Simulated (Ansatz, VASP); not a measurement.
One calculation of Cd3O, two programs

```
Cd O
1.0
     3.72445   -3.46129    0.00000
     3.72445    3.46129    0.00000
     0.00000    0.00000    7.12034
Cd O
6 2
Direct
  0.69856 0.30144 0.29061
  0.30144 0.69856 0.29061
  0.30144 0.69856 0.70939
  0.69856 0.30144 0.70939
  0.23231 0.23231 0.00000
  0.76769 0.76769 0.00000
  0.00000 0.00000 0.78772
  0.00000 0.00000 0.21228
```

Alike in both runs: functional PBE; k mesh 3 × 3 × 2; occupations gaussian, width 0.2 eV; no spin polarisation.

Ansatz relaxed the structure, and its values are those at the end. VASP's run is a single point on that final structure, the one shown.

```csv
,VASP,Ansatz
version,VASP 6.6.1,Ansatz 0.2.0
potentials or method,"VASP PAW PBE potentials, release 64 (Cd_sv_GW, O), cutoff 700 eV","scalar-relativistic, plane waves, PAW"
valence electrons in the cell,132,132
```

|  | VASP | Ansatz | Ansatz less VASP |
| --- | --- | --- | --- |
| gap on the k mesh at the Fermi level (eV) | none | none | - |
| pressure (GPa) | -0.1 | 0.0 | +0.03 |
| rms of the force components (eV/Å) | 0.023 | 0.025 | +0.0026 |

A gap of «none» marks a metal or a gap that the smearing closes.

The k mesh is coarse, so the values compare programs but aren't converged.
